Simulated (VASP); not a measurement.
Input of a VASP 6.6.1 run:

The input INCAR:

```
SYSTEM = GaN
ALGO = Normal ; DIPOL = 0.5 0.5 0.500
EDIFF = 1E-6 ; ENCUT = 520
IDIPOL = 3 ; ISIF = 2
ISMEAR = -1 ; LASPH = .True.
LCHARG = .False. ; LDIPOL = .True.
LREAL = .False. ; LWAVE = .False.
NBANDS = 36 ; NELM = 60
PREC = Accurate ; SIGMA = 0.02
```

The input KPOINTS:

```
k-points
0
Gamma
  8 6 1
  0 0 0
```

The input POSCAR:

```
GaN
1.0
    3.1502581348      0.0000000000      0.0000000000
    0.0000000000      4.4551377792      0.0000000000
    0.0000000000      0.0000000000     19.1503000000
Ga N
3 3
Direct
    0.2500000000      0.0927426509      0.4260638222
    0.7500000000      0.6383759669      0.5000000041
    0.2500000000      0.0927427810      0.5739362050
    0.7500000000      0.8905406695      0.4159322844
    0.2500000000      0.3950573290      0.4999999544
    0.7500000000      0.8905406027      0.5840677300
```

Potentials or basis: VASP PAW LDA potentials, release 64 (Ga_d, N).

Run with:

```bash
$ cat potpaw_LDA.64/Ga_d/POTCAR potpaw_LDA.64/N/POTCAR > POTCAR
$ mpirun -np 1 vasp_std > vasp.out
```

What does it give for the largest force?

0.068 eV/Å.

Estimate the band gap on the k mesh.

1.30 eV (least direct gap 1.74 eV).

Forces on the atoms (eV/Å):
```
Ga   0.000  0.037 -0.034
Ga   0.000  0.007  0.000
Ga   0.000  0.037  0.034
N    0.000 -0.042 -0.053
N    0.000  0.004  0.000
N    0.000 -0.042  0.053
```
